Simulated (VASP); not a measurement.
# Si in VASP: notebook

Si is run at these levels: PBE+D3(BJ); tasks: single point.

Everything below comes from runs of VASP 6.6.1. Logs are shortened: lines on timing, memory, paths and dates and some standing lists are left out, and cuts for length are marked.

## Step 1: The cell of the first run

The cell holds a slab with vacuum, 4 atoms: a = 3.847 Å, b = 3.847 Å, c = 18.445 Å, α = 90.00°, β = 90.00°, γ = 120.00°.

## Step 2: Single point, PBE+D3(BJ)

INCAR

```
ALGO = Normal
DIPOL = 0.5 0.5 0.397
EDIFF = 1E-6
ENCUT = 520
GGA = PE
IDIPOL = 3
ISIF = 2
ISMEAR = 0
IVDW = 12
LASPH = T
LCHARG = F
LDIPOL = T
LREAL = F
LWAVE = F
NBANDS = 16
NELM = 60
PREC = Accurate
SIGMA = 0.1
```

KPOINTS

```
k-points
0
Gamma
  9 9 1
```

POSCAR

```
Si
1.0
    3.8472023583      0.0000000000      0.0000000000
   -1.9236011791      3.3317749758      0.0000000000
    0.0000000000      0.0000000000     18.4446971457
Si
4
Direct
    0.3333333333      0.6666666667      0.2695814701
    0.6666666667      0.3333333333      0.2439725610
    0.2222222222      0.7777777778      0.5500061652
    0.5555555556      0.4444444444      0.5243972561
```

Potentials or basis: VASP PAW PBE potentials, release 64 (Si).

Launch:

```sh
cat potpaw_PBE.64/Si/POTCAR > POTCAR
mpirun -np 1 vasp_std > vasp.out
```

OUTCAR:

```text
EDIFF = 1E-6
   ENCUT = 520
   GGA = PE
   ISIF = 2
   ISMEAR = 0
   IVDW = 12
   LASPH = T
   LREAL = F
   NELM = 60
   PREC = Accurate
 IVDW          = 12

 ion  position               nearest neighbor table
   1  0.333  0.667  0.270-   2 2.27   2 2.27   2 2.27
   2  0.667  0.333  0.244-   1 2.27   1 2.27   1 2.27
   3  0.222  0.778  0.550-   4 2.27   4 2.27   4 2.27
   4  0.556  0.444  0.524-   3 2.27   3 2.27   3 2.27

  LATTYP: Found a hexagonal cell.
 ALAT       =     3.8472023583
 C/A-ratio  =     4.7943142647

  Lattice vectors:

 A1 = (   3.8472023583,   0.0000000000,   0.0000000000)
 A2 = (  -1.9236011791,   3.3317749758,   0.0000000000)
 A3 = (   0.0000000000,   0.0000000000,  18.4446971457)

Analysis of symmetry for initial positions (statically):
=====================================================================
 Subroutine PRICEL returns:
 Original cell was already a primitive cell.

 Routine SETGRP: Setting up the symmetry group for a
 hexagonal supercell.

 Subroutine GETGRP returns: Found  4 space group operations
 (whereof  2 operations were pure point group operations)
 out of a pool of 24 trial point group operations.

The static configuration has the point symmetry C_1h.
 The point group associated with its full space group is C_2h.

Analysis of symmetry for dynamics (positions and initial velocities):
=====================================================================
 Subroutine PRICEL returns:
 Original cell was already a primitive cell.

 Routine SETGRP: Setting up the symmetry group for a
 hexagonal supercell.

 Subroutine GETGRP returns: Found  4 space group operations
 (whereof  2 operations were pure point group operations)
 out of a pool of 24 trial point group operations.

The dynamic configuration has the point symmetry C_1h.
 The point group associated with its full space group is C_2h.

 Subroutine INISYM returns: Found  4 space group operations
 (whereof  2 operations are pure point group operations),
 and found     1 'primitive' translations

----------------------------------------------------------------------------------------

                                     Primitive cell

  volume of cell :     236.4244

  direct lattice vectors                    reciprocal lattice vectors
     3.847202358  0.000000000  0.000000000     0.259929140  0.150070159  0.000000000
    -1.923601179  3.331774976  0.000000000     0.000000000  0.300140318  0.000000000
     0.000000000  0.000000000 18.444697146     0.000000000  0.000000000  0.054216125

  length of vectors
     3.847202358  3.847202358 18.444697146     0.300140318  0.300140318  0.054216125

  position of ions in fractional coordinates (direct lattice)
     0.333333333  0.666666667  0.269581470
     0.666666667  0.333333333  0.243972561
     0.222222222  0.777777778  0.550006165
     0.555555556  0.444444444  0.524397256

  ion indices of the primitive-cell ions
   primitive index   ion index
                 1           1
                 2           2
                 3           3
                 4           4

----------------------------------------------------------------------------------------

 KPOINTS: k-points

Automatic generation of k-mesh.
 Grid dimensions read from file:
 generate k-points for:    9    9    1

 Generating k-lattice:

  Cartesian coordinates                     Fractional coordinates (reciprocal lattice)
     0.028881016  0.016674462  0.000000000     0.111111111 -0.000000000  0.000000000
     0.000000000  0.033348924  0.000000000     0.000000000  0.111111111  0.000000000
     0.000000000  0.000000000  0.054216125     0.000000000  0.000000000  1.000000000

  Length of vectors
     0.033348924  0.033348924  0.054216125

  Shift w.r.t. Gamma in fractional coordinates (k-lattice)
     0.000000000  0.000000000  0.000000000

 Subroutine IBZKPT returns following result:
 ===========================================

 Found     25 irreducible k-points:

 Following reciprocal coordinates:
            Coordinates               Weight
  0.000000  0.000000  0.000000      1.000000
  0.111111  0.000000  0.000000      4.000000
 -0.111111  0.111111  0.000000      2.000000
  0.222222 -0.000000  0.000000      4.000000
 -0.222222  0.222222  0.000000      2.000000
  0.333333 -0.000000  0.000000      4.000000
[... 16 lines left out ...]
 -0.222222 -0.444444  0.000000      4.000000
  0.444444  0.333333  0.000000      4.000000
   k-points           NKPTS =     25   k-points in BZ     NKDIM =     25   number of bands    NBANDS=     16
   number of dos      NEDOS =    301   number of ions     NIONS =      4
   total plane-waves  NPLWV = 126000
   dimension x,y,z NGX =    30 NGY =   30 NGZ =  140
   dimension x,y,z NGXF=    60 NGYF=   60 NGZF=  280
   ions per type =               4
   NGX,Y,Z   is equivalent  to a cutoff of  12.96, 12.96, 12.62 a.u.
   NGXF,Y,Z  is equivalent  to a cutoff of  25.93, 25.93, 25.24 a.u.
 SYSTEM =  unknown system
   PREC   = accura    normal or accurate (medium, high low for compatibility)
   ISTART =      0    job   : 0-new  1-cont  2-samecut
   ICHARG =      2    charge: 1-file 2-atom 10-const
   ISPIN  =      1    spin polarized calculation?
   LNONCOLLINEAR =      F non collinear calculations
   LSORBIT =      F    spin-orbit coupling
   LASPH  =      T    aspherical Exc in radial PAW
   ENCUT  =  520.0 eV  38.22 Ry    6.18 a.u.   7.15  7.15 34.29*2*pi/ulx,y,z
   NELM   =     60;   NELMIN=  2; NELMDL= -5     # of ELM steps
   EDIFF  = 0.1E-05   stopping-criterion for ELM
   LREAL  =      F    real-space projection
   EDIFFG = 0.1E-04   stopping-criterion for IOM
   NSW    =      0    number of steps for IOM
   IBRION =     -1    ionic relax: 0-MD 1-quasi-New 2-CG
   NFREE  =      0    steps in history (QN), initial steepest desc. (CG)
   ISIF   =      2    stress and relaxation
   ISYM   =      2    0-nonsym 1-usesym 2-fastsym
   POTIM  = 0.5000    time-step for ionic-motion
   TEBEG  =    0.0;   TEEND  =   0.0 temperature during run
   PSTRESS=    0.0 pullay stress
   NELECT =      16.0000    total number of electrons
   NUPDOWN=      -1.0000    fix difference up-down
   EMIN   =  10.00;   EMAX   =-10.00  energy-range for DOS
   EFERMI =   0.00;   METHOD = LEGACY
   ISMEAR =     0;   SIGMA  =   0.10  broadening in eV -4-tet -1-fermi 0-gaus
   EFERMI_NEDOS =   21; number of points for ismear=-14 and -15
   IALGO  =     38    algorithm
   IMIX   =      4    mixing-type and parameters
     AMIX     =   0.40;   BMIX     =  1.00
     AMIX_MAG =   1.60;   BMIX_MAG =  1.00
  volume/ion in A,a.u.               =      59.11       398.87
  Fermi-wavevector in a.u.,A,eV,Ry     =   0.667141  1.260713  6.055636  0.445077
  Thomas-Fermi vector in A             =   1.741657
   LORBIT       =      0    0 simple, 1 ext, 2 COOP (PROOUT), +10 PAW based schemes
   GGA     = PE    functional components
   LHFCALC =     F    Hartree Fock is set to
   AEXX    =    0.0000 exact exchange contribution
   IVDW    =    12    specifies the selected vdW correction
   LEPSILON=     F    determine dielectric tensor
   LRPA    =     F    only Hartree local field effects (RPA)
 non-spin polarized calculation
 Gauss-broadening in eV      SIGMA  =   0.10
  energy-cutoff  :      520.00
  volume of cell :      236.42
 maximum number of plane-waves:      6399
 NGX is ok and might be reduce to    30
   NGX = 15   NGY = 15   NGZ = 69

 dipolmoment           0.000000      0.000000      0.000007 electrons x Angstroem

 number of electron      16.0000001 magnetization

 dipolmoment           0.000000      0.000000     -0.000001 electrons x Angstroem

 Free energy of the ion-electron system (eV)
  ---------------------------------------------------
  ext. energy  EPLUGINS =         0.00000000
  ---------------------------------------------------
  free energy    TOTEN  =       -19.14116273 eV

  energy without entropy =      -19.13978721  energy(sigma->0) =      -19.14047497

 E-fermi :  -0.9896     XC(G=0):  -4.3135

 val. band max:       -1.0815165630   @ k =   0.3333   0.3333   0.0000
 cond. band min:      -0.8976274209   @ k =   0.3333   0.3333   0.0000
 fundamental gap:      0.1838891421
 Fermi energy:        -0.9896355304

 k-point     1 :       0.0000    0.0000    0.0000
  band No.  band energies     occupation
      1     -12.1043      2.00000
      2     -12.0792      2.00000
      3      -4.3706      2.00000
      4      -4.0132      2.00000
      5      -2.1777      2.00000
      6      -2.1770      2.00000
[... 8 lines left out ...]
     15       2.0680      0.00000
     16       2.2384      0.00000

 k-point     2 :       0.1111    0.0000    0.0000
  band No.  band energies     occupation
      1     -11.9588      2.00000
      2     -11.9338      2.00000
      3      -4.2701      2.00000
      4      -3.9413      2.00000
      5      -3.1380      2.00000
      6      -3.1188      2.00000
[... 8 lines left out ...]
     15       2.5794      0.00000
     16       2.5855      0.00000

 k-point     3 :      -0.1111    0.1111    0.0000
  band No.  band energies     occupation
      1     -11.9587      2.00000
      2     -11.9338      2.00000
      3      -4.2694      2.00000
      4      -3.9422      2.00000
      5      -3.1405      2.00000
      6      -3.1161      2.00000
[... 8 lines left out ...]
     15       2.5708      0.00000
     16       2.5936      0.00000
[... 362 lines left out ...]
 k-point    23 :      -0.2222   -0.4444    0.0000
  band No.  band energies     occupation
      1      -9.6107      2.00000
      2      -9.5888      2.00000
      3      -8.0598      2.00000
      4      -8.0406      2.00000
      5      -5.0496      2.00000
      6      -5.0295      2.00000
[... 8 lines left out ...]
     15       4.6095      0.00000
     16       5.1475      0.00000

 k-point    24 :       0.4444    0.3333    0.0000
  band No.  band energies     occupation
      1      -9.6090      2.00000
      2      -9.5904      2.00000
      3      -8.0618      2.00000
      4      -8.0387      2.00000
      5      -5.0491      2.00000
      6      -5.0300      2.00000
[... 8 lines left out ...]
     15       4.6409      0.00000
     16       5.1576      0.00000

 [... further k-points ...]

------------------------ aborting loop because EDIFF is reached ----------------------------------------

 vacuum level on the upper side and lower side of the slab       (xc-potential included)        -0.131        -0.131

 Edisp (eV)   -0.88163

 E8    (eV) :    -0.3735

  FORCE on cell =-STRESS in cart. coord.  units (eV):
  Direction    XX          YY          ZZ          XY          YZ          ZX
  --------------------------------------------------------------------------------------
  -------------------------------------------------------------------------------------
  Total      -0.09132    -0.09156    -0.56303    -0.00021     0.01587    -0.02748
  in kB      -0.61883    -0.62046    -3.81552    -0.00141     0.10753    -0.18625
  external pressure =       -1.68 kB  Pullay stress =        0.00 kB

 VOLUME and BASIS-vectors are now :
 -----------------------------------------------------------------------------
  energy-cutoff  :      520.00
  volume of cell :      236.42
      direct lattice vectors                 reciprocal lattice vectors
     3.847202358  0.000000000  0.000000000     0.259929140  0.150070159  0.000000000
    -1.923601179  3.331774976  0.000000000     0.000000000  0.300140318  0.000000000
     0.000000000  0.000000000 18.444697146     0.000000000  0.000000000  0.054216125

 POSITION                                       TOTAL-FORCE (eV/Angst)
 -----------------------------------------------------------------------------------
     -0.00000      2.22118      4.97235         0.003695     -0.002133      0.069468
      1.92360      1.11059      4.50000         0.001803     -0.001041      0.037235
     -0.64120      2.59138     10.14470        -0.001803      0.001041     -0.037235
      1.28240      1.48079      9.67235        -0.003695      0.002133     -0.069468
 -----------------------------------------------------------------------------------
    total drift:                                0.000000     -0.000000     -0.000002

  FREE ENERGIE OF THE ION-ELECTRON SYSTEM (eV)
  ---------------------------------------------------
  free  energy   TOTEN  =       -20.0227967556 eV

  energy  without entropy=      -20.0214212417  energy(sigma->0) =      -20.02210900

 vacuum level on the upper side and lower side of the slab         3.518         3.519
```

Run time: 2.4 min. Hardware: 1 thread of Intel Xeon Platinum 8488C (Sapphire Rapids), shared host; peak memory 0.36 GiB.

What came out:

* Free energy: -20.0228 eV
* Largest force: 0.070 eV/Å
* Band gap on the k mesh: 0.18 eV, direct
* Dispersion energy per atom: -0.220 eV

Forces on the atoms (eV/Å):
```
Si   0.004 -0.002  0.069
Si   0.002 -0.001  0.037
Si  -0.002  0.001 -0.037
Si  -0.004  0.002 -0.069
```

## Step 3: Single point, PBE+D3(BJ)

INCAR

```
SYSTEM = Si
  PREC = Accurate
  ENCUT = 520
  EDIFF = 1E-6
  ISMEAR = 0
  SIGMA = 0.1
  LREAL = .False.
  LASPH = .True.
  NELM = 80
  ALGO = Normal
  ISIF = 2
  LWAVE = .False.
  LCHARG = .False.
  LDIPOL = .True.
  IDIPOL = 3
  DIPOL = 0.5 0.5 0.364
  GGA = PE
  IVDW = 12
  NBANDS = 16
```

KPOINTS

```
regular mesh
0
Gamma
  9 9 1
  0 0 0
```

Edit POSCAR of step 2 so:

```diff
@@ -10,3 +10,3 @@
     0.6666666667      0.3333333333      0.2439725610
-    0.2222222222      0.7777777778      0.5500061652
-    0.5555555556      0.4444444444      0.5243972561
+    0.4444444444      0.5555555556      0.4849468156
+    0.7777777778      0.2222222222      0.4593379065
```

Potentials or basis: VASP PAW PBE potentials, release 64 (Si).

Launch:

```sh
cat potpaw_PBE.64/Si/POTCAR > POTCAR
mpirun -np 1 vasp_std > vasp.out
```

Wall time 3 min (1 thread of Intel Xeon Platinum 8488C (Sapphire Rapids), shared host); peak memory 0.36 GiB.

Results (log left out):

```
Free energy                : -20.1725 eV
Largest force              : 0.143 eV/Å
Band gap on the k mesh     : 0.18 eV, indirect (least direct gap 0.28 eV)
Dispersion energy per atom : -0.261 eV
```

Forces in eV/Å, atoms in the order of the input:
```
Si  -0.033  0.019  0.137
Si  -0.039  0.023 -0.028
Si   0.039 -0.023  0.028
Si   0.033 -0.019 -0.137
```

Levels at points of the mesh, in eV from the valence-band top:
```csv
k point,band 5,band 6,band 7,band 8,band 9,band 10,band 11,band 12
"(0.00, 0.00, 0.00)",-1.09,-1.05,-1.02,-0.99,2.08,2.27,2.53,3.13
```

## Step 4: Single point, PBE+D3(BJ)

INCAR

```
SYSTEM = Si
ALGO = Normal
DIPOL = 0.5 0.5 0.379
EDIFF = 1E-6
ENCUT = 520
GGA = PE
IDIPOL = 3
ISIF = 2
ISMEAR = 0
IVDW = 12
LASPH = .TRUE.
LCHARG = .FALSE.
LDIPOL = .TRUE.
LREAL = .FALSE.
LWAVE = .FALSE.
NBANDS = 16
NELM = 80
PREC = Accurate
SIGMA = 0.1
```

KPOINTS

```
k-points
0
G
  9 9 1
  0 0 0
```

Edit POSCAR of step 3 so:

```diff
@@ -10,3 +10,3 @@
     0.6666666667      0.3333333333      0.2439725610
-    0.4444444444      0.5555555556      0.4849468156
-    0.7777777778      0.2222222222      0.4593379065
+    0.4444444444      0.5555555556      0.5131392004
+    0.7777777778      0.2222222222      0.4875302913
```

Potentials or basis: VASP PAW PBE potentials, release 64 (Si).

Launch:

```sh
cat potpaw_PBE.64/Si/POTCAR > POTCAR
mpirun -np 1 vasp_std > vasp.out
```

OUTCAR:

```text
SYSTEM = Si
   EDIFF = 1E-6
   ENCUT = 520
   GGA = PE
   ISIF = 2
   ISMEAR = 0
   IVDW = 12
   LASPH = .TRUE.
   LREAL = .FALSE.
   NELM = 80
   PREC = Accurate
 IVDW          = 12

 ion  position               nearest neighbor table
   1  0.333  0.667  0.270-   2 2.27   2 2.27   2 2.27
   2  0.667  0.333  0.244-   1 2.27   1 2.27   1 2.27
   3  0.444  0.556  0.513-   4 2.27   4 2.27   4 2.27
   4  0.778  0.222  0.488-   3 2.27   3 2.27   3 2.27

[... 668 lines left out ...]
  Direction    XX          YY          ZZ          XY          YZ          ZX
  --------------------------------------------------------------------------------------
  -------------------------------------------------------------------------------------
  Total      -0.17118    -0.19257    -0.61896    -0.01852    -0.04760     0.08244
  in kB      -1.16004    -1.30496    -4.19454    -0.12550    -0.32256     0.55870
  external pressure =       -2.22 kB  Pullay stress =        0.00 kB

 VOLUME and BASIS-vectors are now :
 -----------------------------------------------------------------------------
  energy-cutoff  :      520.00
  volume of cell :      236.42
      direct lattice vectors                 reciprocal lattice vectors
     3.847202358  0.000000000  0.000000000     0.259929140  0.150070159  0.000000000
    -1.923601179  3.331774976  0.000000000     0.000000000  0.300140318  0.000000000
     0.000000000  0.000000000 18.444697146     0.000000000  0.000000000  0.054216125

 POSITION                                       TOTAL-FORCE (eV/Angst)
 -----------------------------------------------------------------------------------
     -0.00000      2.22118      4.97235        -0.005184      0.002993      0.107324
      1.92360      1.11059      4.50000        -0.012422      0.007172      0.033103
      0.64120      1.85099      9.46470         0.012422     -0.007172     -0.033103
      2.56480      0.74039      8.99235         0.005184     -0.002993     -0.107324
 -----------------------------------------------------------------------------------
    total drift:                                0.000000      0.000000     -0.000007

  FREE ENERGIE OF THE ION-ELECTRON SYSTEM (eV)
  ---------------------------------------------------
  free  energy   TOTEN  =       -20.1084394807 eV

  energy  without entropy=      -20.1084355485  energy(sigma->0) =      -20.10843751

 vacuum level on the upper side and lower side of the slab         3.519         3.519
```

stdout:

```text
POSCAR found type information on POSCAR Si
 POSCAR found :  1 types and       4 ions
 scaLAPACK will be used
 LDA part: xc-table for (Slater+PW92), standard interpolation
 POSCAR, INCAR and KPOINTS ok, starting setup
 FFT: planning ... GRIDC
 FFT: planning ... GRID_SOFT
 FFT: planning ... GRID
 WAVECAR not read
 entering main loop
```

Wall time 2.1 min (1 thread of Intel Xeon Platinum 8488C (Sapphire Rapids), shared host); peak memory 0.35 GiB.

What came out:

| Quantity | Value |
| --- | --- |
| Free energy | -20.1084 eV |
| Largest force | 0.107 eV/Å |
| Band gap on the k mesh | 0.53 eV, indirect (least direct gap 0.55 eV) |
| Dispersion energy per atom | -0.240 eV |

Forces in eV/Å, atoms in the order of the input:
```
Si  -0.005  0.003  0.107
Si  -0.012  0.007  0.033
Si   0.012 -0.007 -0.033
Si   0.005 -0.003 -0.107
```
